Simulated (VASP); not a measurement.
Runs of VASP 6.6.1 on Si3Bi. The structure is that of space group P6/mmm (No. 191), or close to it. The cells are those of the table. 

| task | cell | k mesh | cutoff (eV) | gap on the mesh (eV) | pressure (GPa) | relaxed volume (Å³/atom) |
| --- | --- | --- | --- | --- | --- | --- |
| single point | a = 4.820, b = 4.820, c = 2.803 Å, angles 90.0, 90.0, 120.0°, 4 atoms | 6 × 6 × 6 | 520 | none | 55.3 | - |
| single point | a = 4.972, b = 4.972, c = 4.064 Å, angles 90.0, 90.0, 120.0°, 4 atoms | 12 × 12 × 12 | 520 | none | -0.1 | - |
| relaxation of cell and atoms | relaxed from a = 5.044, b = 5.044, c = 3.896 Å, angles 90.0, 90.0, 120.0°, 4 atoms | 12 × 12 × 12 | 600 | none | 0.0 | (a) |
| single point | a = 5.044, b = 5.044, c = 3.896 Å, angles 90.0, 90.0, 120.0°, 4 atoms | 6 × 6 × 6 | 520 | none | -0.1 | - |
| relaxation of cell and atoms | relaxed from a = 4.820, b = 4.820, c = 2.803 Å, angles 90.0, 90.0, 120.0°, 4 atoms | 6 × 6 × 6 | 600 | none | 0.2 | 21.62 |

Alike in all rows: level PBE; potentials or basis VASP PAW PBE potentials, release 64 (Si, Bi_d); no spin polarisation; smearing gaussian 0.1 eV.

Task: Fill in the values left out.

Result: (a) 21.75.

Caveats: some runs use coarse meshes; spin-orbit coupling is left out, which moves the levels of the heavy elements; the volume moved by over 15 % at a fixed basis, so the end points are rough (some runs).

A k mesh can miss the band edges, and the runs leave out spin-orbit coupling on Bi.

A gap of «none» marks levels without a gap at the run's occupations.
